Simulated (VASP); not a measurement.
# AlCu3 (Fm-3m) in VASP: a series of runs

Runs on AlCu3. Level: LDA. Tasks: single point.

Program: VASP 6.6.1. These are calculated values, not measurements. Logs are shortened: lines on timing, memory, paths and dates and some standing lists are left out, and cuts for length are marked.

## Step 1: The cell of the first run

It takes space group Fm-3m (No. 225, cubic). Conventional cell: a = 5.699 Å, b = 5.699 Å, c = 5.699 Å, α = 90.00°, β = 90.00°, γ = 90.00°. Within 3.3 Å of Al (site symmetry m-3m) lie 14 Cu at 2.47 to 2.85 Å. Cu (site symmetry m-3m) has 8 Cu at 2.47 Å and 6 Al at 2.85 Å within 3.3 Å. Within 3.3 Å of Cu (site symmetry -43m) lie 4 Al at 2.47 Å and 10 Cu at 2.47 to 2.85 Å.

## Step 2: Single point, LDA

Contents of INCAR:

```
PREC = Accurate ; ENCUT = 520
EDIFF = 1E-6 ; ISMEAR = 0
SIGMA = 0.15 ; LREAL = F
LASPH = T ; NELM = 60
ALGO = Fast ; ISIF = 2
LWAVE = F ; LCHARG = F
GGA = CA ; NBANDS = 26
```

Contents of KPOINTS:

```
Automatic mesh
0
Gamma
  14 14 14
```

Contents of POSCAR:

```
AlCu3
1.0
    0.0000000000      2.8493776294      2.8493776294
    2.8493776294      0.0000000000      2.8493776294
    2.8493776294      2.8493776294      0.0000000000
Al Cu
1 3
Direct
    0.0000000000      0.0000000000      0.0000000000
    0.5000000000      0.5000000000      0.5000000000
    0.2500000000      0.2500000000      0.2500000000
    0.7500000000      0.7500000000      0.7500000000
```

Potentials or basis: VASP PAW LDA potentials, release 64 (Al, Cu).

Launch:

```bash
cat potpaw_LDA.64/Al/POTCAR potpaw_LDA.64/Cu/POTCAR > POTCAR
mpirun -np 1 vasp_std > vasp.out
```

OUTCAR:

```text
PREC = Accurate
   ENCUT = 520
   EDIFF = 1E-6
   ISMEAR = 0
   LREAL = F
   LASPH = T
   NELM = 60
   ISIF = 2
   GGA = CA

 ion  position               nearest neighbor table
   1  0.000  0.000  0.000-   4 2.47   4 2.47   4 2.47   3 2.47   4 2.47   3 2.47   3 2.47   3 2.47
                             2 2.85   2 2.85   2 2.85   2 2.85   2 2.85   2 2.85
   2  0.500  0.500  0.500-   3 2.47   3 2.47   3 2.47   3 2.47   4 2.47   4 2.47   4 2.47   4 2.47
                             1 2.85   1 2.85   1 2.85   1 2.85   1 2.85   1 2.85
   3  0.250  0.250  0.250-   1 2.47   1 2.47   1 2.47   1 2.47   2 2.47   2 2.47   2 2.47   2 2.47

   4  0.750  0.750  0.750-   2 2.47   2 2.47   2 2.47   1 2.47   2 2.47   1 2.47   1 2.47   1 2.47

  LATTYP: Found a face centered cubic cell.
 ALAT       =     5.6987552588

  Lattice vectors:

 A1 = (   0.0000000000,   2.8493776294,   2.8493776294)
 A2 = (   2.8493776294,   0.0000000000,   2.8493776294)
 A3 = (   2.8493776294,   2.8493776294,   0.0000000000)

Analysis of symmetry for initial positions (statically):
=====================================================================
 Subroutine PRICEL returns:
 Original cell was already a primitive cell.

 Routine SETGRP: Setting up the symmetry group for a
 face centered cubic supercell.

 Subroutine GETGRP returns: Found 48 space group operations
 (whereof 48 operations were pure point group operations)
 out of a pool of 48 trial point group operations.

The static configuration has the point symmetry O_h .

Analysis of symmetry for dynamics (positions and initial velocities):
=====================================================================
 Subroutine PRICEL returns:
 Original cell was already a primitive cell.

 Routine SETGRP: Setting up the symmetry group for a
 face centered cubic supercell.

 Subroutine GETGRP returns: Found 48 space group operations
 (whereof 48 operations were pure point group operations)
 out of a pool of 48 trial point group operations.

The dynamic configuration has the point symmetry O_h .

 Subroutine INISYM returns: Found 48 space group operations
 (whereof 48 operations are pure point group operations),
 and found     1 'primitive' translations

----------------------------------------------------------------------------------------

                                     Primitive cell

  volume of cell :      46.2679

  direct lattice vectors                    reciprocal lattice vectors
     0.000000000  2.849377629  2.849377629    -0.175476916  0.175476916  0.175476916
     2.849377629  0.000000000  2.849377629     0.175476916 -0.175476916  0.175476916
     2.849377629  2.849377629  0.000000000     0.175476916  0.175476916 -0.175476916

  length of vectors
     4.029628488  4.029628488  4.029628488     0.303934935  0.303934935  0.303934935

  position of ions in fractional coordinates (direct lattice)
     0.000000000  0.000000000  0.000000000
     0.500000000  0.500000000  0.500000000
     0.250000000  0.250000000  0.250000000
     0.750000000  0.750000000  0.750000000

  ion indices of the primitive-cell ions
   primitive index   ion index
                 1           1
                 2           2
                 3           3
                 4           4

----------------------------------------------------------------------------------------

 KPOINTS: Automatic mesh

Automatic generation of k-mesh.
 Grid dimensions read from file:
 generate k-points for:   14   14   14

 Generating k-lattice:

  Cartesian coordinates                     Fractional coordinates (reciprocal lattice)
    -0.012534065  0.012534065  0.012534065     0.071428571  0.000000000  0.000000000
     0.012534065 -0.012534065  0.012534065     0.000000000  0.071428571  0.000000000
     0.012534065  0.012534065 -0.012534065     0.000000000  0.000000000  0.071428571

  Length of vectors
     0.021709638  0.021709638  0.021709638

  Shift w.r.t. Gamma in fractional coordinates (k-lattice)
     0.000000000  0.000000000  0.000000000

 Subroutine IBZKPT returns following result:
 ===========================================

 Found    104 irreducible k-points:

 Following reciprocal coordinates:
            Coordinates               Weight
  0.000000  0.000000  0.000000      1.000000
  0.071429  0.000000  0.000000      8.000000
  0.142857  0.000000  0.000000      8.000000
  0.214286  0.000000  0.000000      8.000000
  0.285714  0.000000  0.000000      8.000000
  0.357143  0.000000  0.000000      8.000000
[... 16 lines left out ...]
  0.214286  0.142857  0.000000     24.000000
  0.285714  0.142857  0.000000     24.000000
 [... further k-points ...]
   k-points           NKPTS =    104   k-points in BZ     NKDIM =    104   number of bands    NBANDS=     26
   number of dos      NEDOS =    301   number of ions     NIONS =      4
   total plane-waves  NPLWV =  27000
   dimension x,y,z NGX =    30 NGY =   30 NGZ =   30
   dimension x,y,z NGXF=    60 NGYF=   60 NGZF=   60
   ions per type =               1   3
   NGX,Y,Z   is equivalent  to a cutoff of  12.38, 12.38, 12.38 a.u.
   NGXF,Y,Z  is equivalent  to a cutoff of  24.75, 24.75, 24.75 a.u.
 SYSTEM =  unknown system
   PREC   = accura    normal or accurate (medium, high low for compatibility)
   ISTART =      0    job   : 0-new  1-cont  2-samecut
   ICHARG =      2    charge: 1-file 2-atom 10-const
   ISPIN  =      1    spin polarized calculation?
   LNONCOLLINEAR =      F non collinear calculations
   LSORBIT =      F    spin-orbit coupling
   LASPH  =      T    aspherical Exc in radial PAW
   ENCUT  =  520.0 eV  38.22 Ry    6.18 a.u.   7.49  7.49  7.49*2*pi/ulx,y,z
   NELM   =     60;   NELMIN=  2; NELMDL= -5     # of ELM steps
   EDIFF  = 0.1E-05   stopping-criterion for ELM
   LREAL  =      F    real-space projection
   EDIFFG = 0.1E-04   stopping-criterion for IOM
   NSW    =      0    number of steps for IOM
   IBRION =     -1    ionic relax: 0-MD 1-quasi-New 2-CG
   NFREE  =      0    steps in history (QN), initial steepest desc. (CG)
   ISIF   =      2    stress and relaxation
   ISYM   =      2    0-nonsym 1-usesym 2-fastsym
   POTIM  = 0.5000    time-step for ionic-motion
   TEBEG  =    0.0;   TEEND  =   0.0 temperature during run
   PSTRESS=    0.0 pullay stress
   NELECT =      36.0000    total number of electrons
   NUPDOWN=      -1.0000    fix difference up-down
   EMIN   =  10.00;   EMAX   =-10.00  energy-range for DOS
   EFERMI =   0.00;   METHOD = LEGACY
   ISMEAR =     0;   SIGMA  =   0.15  broadening in eV -4-tet -1-fermi 0-gaus
   EFERMI_NEDOS =   21; number of points for ismear=-14 and -15
   IALGO  =     68    algorithm
   IMIX   =      4    mixing-type and parameters
     AMIX     =   0.40;   BMIX     =  1.00
     AMIX_MAG =   1.60;   BMIX_MAG =  1.00
  volume/ion in A,a.u.               =      11.57        78.06
  Fermi-wavevector in a.u.,A,eV,Ry     =   1.505737  2.845429 30.847707  2.267243
  Thomas-Fermi vector in A             =   2.616546
   LORBIT       =      0    0 simple, 1 ext, 2 COOP (PROOUT), +10 PAW based schemes
   GGA     = CA    functional components
   LHFCALC =     F    Hartree Fock is set to
   AEXX    =    0.0000 exact exchange contribution
   IVDW    =     0    specifies the selected vdW correction
   LEPSILON=     F    determine dielectric tensor
   LRPA    =     F    only Hartree local field effects (RPA)
 non-spin polarized calculation
 RMM-DIIS sequential band-by-band and
 Gauss-broadening in eV      SIGMA  =   0.15
  energy-cutoff  :      520.00
  volume of cell :       46.27
 maximum number of plane-waves:      1267
 NGX is ok and might be reduce to    30
   NGX = 15   NGY = 15   NGZ = 15

 number of electron      36.0000031 magnetization

 Free energy of the ion-electron system (eV)
  ---------------------------------------------------
  ext. energy  EPLUGINS =         0.00000000
  ---------------------------------------------------
  free energy    TOTEN  =       -19.05391535 eV

  energy without entropy =      -19.04097071  energy(sigma->0) =      -19.04744303

 E-fermi :   9.0379     XC(G=0): -12.8547

 val. band max:        9.0327834556   @ k =   0.5000   0.2143   0.0714
 cond. band min:       9.0479454644   @ k =   0.2857   0.1429   0.0714
 fundamental gap:      0.0151620088
 Fermi energy:         9.0379378772

 k-point     1 :       0.0000    0.0000    0.0000
  band No.  band energies     occupation
      1      -1.9211      2.00000
      2       3.9998      2.00000
      3       3.9998      2.00000
      4       4.1066      2.00000
      5       4.1066      2.00000
      6       4.1066      2.00000
[... 18 lines left out ...]
     25      15.9410      0.00000
     26      15.9410      0.00000

 k-point     2 :       0.0714    0.0000    0.0000
  band No.  band energies     occupation
      1      -1.8481      2.00000
      2       3.9795      2.00000
      3       3.9795      2.00000
      4       4.0774      2.00000
      5       4.1597      2.00000
      6       4.1597      2.00000
[... 18 lines left out ...]
     25      15.7159      0.00000
     26      15.8862      0.00000

 k-point     3 :       0.1429    0.0000    0.0000
  band No.  band energies     occupation
      1      -1.6306      2.00000
      2       3.9671      2.00000
      3       3.9671      2.00000
      4       3.9942      2.00000
      5       4.2659      2.00000
      6       4.2659      2.00000
[... 18 lines left out ...]
     25      15.4845      0.00000
     26      16.1364      0.00000

 k-point     4 :       0.2143    0.0000    0.0000
  band No.  band energies     occupation
      1      -1.2722      2.00000
      2       3.8433      2.00000
      3       3.9847      2.00000
      4       3.9847      2.00000
      5       4.3890      2.00000
      6       4.3890      2.00000
[... 18 lines left out ...]
     25      15.9318      0.00000
     26      16.8680      0.00000
[... 496 lines left out ...]
      1      -1.5343      2.00000
      2       3.7280      2.00000
      3       4.1123      2.00000
      4       4.2213      2.00000
      5       4.2213      2.00000
      6       4.2234      2.00000
[... 18 lines left out ...]
     25      17.2098      0.00000
     26      17.4681      0.00000

 k-point    23 :       0.2143    0.1429    0.0000
  band No.  band energies     occupation
      1      -1.2719      2.00000
      2       3.6242      2.00000
      3       4.1506      2.00000
      4       4.1857      2.00000
      5       4.3118      2.00000
      6       4.3501      2.00000
[... 18 lines left out ...]
     25      17.6195      0.00000
     26      17.6744      0.00000

 k-point    24 :       0.2857    0.1429    0.0000
  band No.  band energies     occupation
      1      -0.8728      2.00000
      2       3.5084      2.00000
      3       4.1370      2.00000
      4       4.1903      2.00000
      5       4.4225      2.00000
      6       4.4751      2.00000
[... 18 lines left out ...]
     25      18.1048      0.00000
     26      18.5429      0.00000

 [... further k-points ...]

------------------------ aborting loop because EDIFF is reached ----------------------------------------

  FORCE on cell =-STRESS in cart. coord.  units (eV):
  Direction    XX          YY          ZZ          XY          YZ          ZX
  --------------------------------------------------------------------------------------
  -------------------------------------------------------------------------------------
  Total        0.1998028      0.1998028      0.1998028      0.0000000      0.0000000      0.0000000
  in kB        6.9188206      6.9188206      6.9188206      0.0000000      0.0000000      0.0000000
  external PRESSURE =       6.9188206 kB  Pullay stress =       0.0000000 kB

 VOLUME and BASIS-vectors are now :
 -----------------------------------------------------------------------------
  energy-cutoff  :      520.00
  volume of cell :       46.27
      direct lattice vectors                 reciprocal lattice vectors
     0.000000000  2.849377629  2.849377629    -0.175476916  0.175476916  0.175476916
     2.849377629  0.000000000  2.849377629     0.175476916 -0.175476916  0.175476916
     2.849377629  2.849377629  0.000000000     0.175476916  0.175476916 -0.175476916

 POSITION                                       TOTAL-FORCE (eV/Angst)
 -----------------------------------------------------------------------------------
      0.00000      0.00000      0.00000        -0.000000     -0.000000     -0.000000
      2.84938      2.84938      2.84938        -0.000000     -0.000000     -0.000000
      1.42469      1.42469      1.42469        -0.000000     -0.000000     -0.000000
      4.27407      4.27407      4.27407         0.000000      0.000000      0.000000
 -----------------------------------------------------------------------------------
    total drift:                                0.000000     -0.000000      0.000000

  FREE ENERGIE OF THE ION-ELECTRON SYSTEM (eV)
  ---------------------------------------------------
  free  energy   TOTEN  =       -19.0539153546 eV

  energy  without entropy=      -19.0409707078  energy(sigma->0) =      -19.04744303
```

Run time: 4.8 min. Hardware: 1 thread of Intel Xeon 8259CL, shared host; peak memory 0.22 GiB.

What came out:

* Free energy: -19.0539 eV
* Pressure: 0.7 GPa
* Band gap on the k mesh: zero (bands 18 and 19 overlap by 6.03 eV)

Levels at points of the mesh, in eV from the Fermi level:
```tsv
k point	band 15	band 16	band 17	band 18	band 19	band 20	band 21	band 22
(0.00, 0.00, 0.00)	-2.68	-2.68	3.77	3.77	3.77	4.25	4.25	4.25
(0.50, 0.00, 0.00)	-2.63	-2.63	-2.33	2.67	2.67	2.98	2.98	3.73
(0.50, 0.50, 0.00)	-2.54	-2.48	-2.29	-2.29	-2.26	2.02	2.44	11.05
```

[end of part 1 of 2]
